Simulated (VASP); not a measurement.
Crystal: Ca.

```xyz
1
Lattice="-2.2178 2.2178 2.2178 2.2178 -2.2178 2.2178 2.2178 2.2178 -2.2178" Properties=species:S:1:pos:R:3 pbc="T T T"
Ca    0.0000    0.0000    0.0000
```

This isn't the form of Ca at room conditions, which is fcc.

* Program: VASP 6.6.1
* Task: relaxation of cell and atoms
* Functional: PBEsol
* Potentials or basis: VASP PAW PBE potentials, release 64 (Ca_sv)
* Cutoff: 600 eV
* k mesh: 10 × 10 × 10
* Occupations: fermi-dirac, width 0.1 eV
* Spin: no spin polarisation

At the start: pressure -1.1 GPa; volume 43.63 Å³/atom.

**Question.** How do energy, volume and symmetry change on relaxing?

**Answer.** Over 3 steps the energy falls by 11.3 meV/atom and the volume is 40.55 Å³/atom (-7.1 %); space group Im-3m (No. 229, to 0.1 Å) before and after.

Step by step:
```csv
step,energy change (eV),largest force (eV/Å),pressure (GPa),volume (Å³)
1,0.0000,0.0000,-1.15,43.63
2,-0.0097,0.0000,-0.45,41.69
3,-0.0113,0.0000,0.01,40.55
```

Final structure:
```yaml
crystal:
  lattice:
    - [-2.16425, 2.16425, 2.16425]
    - [2.16425, -2.16425, 2.16425]
    - [2.16425, 2.16425, -2.16425]
  atoms:
    - { symbol: Ca, position: [0.00000, 0.00000, 0.00000] }
```

Caveat: the PAW data sets were made with another functional, which shifts forces and pressure a little.
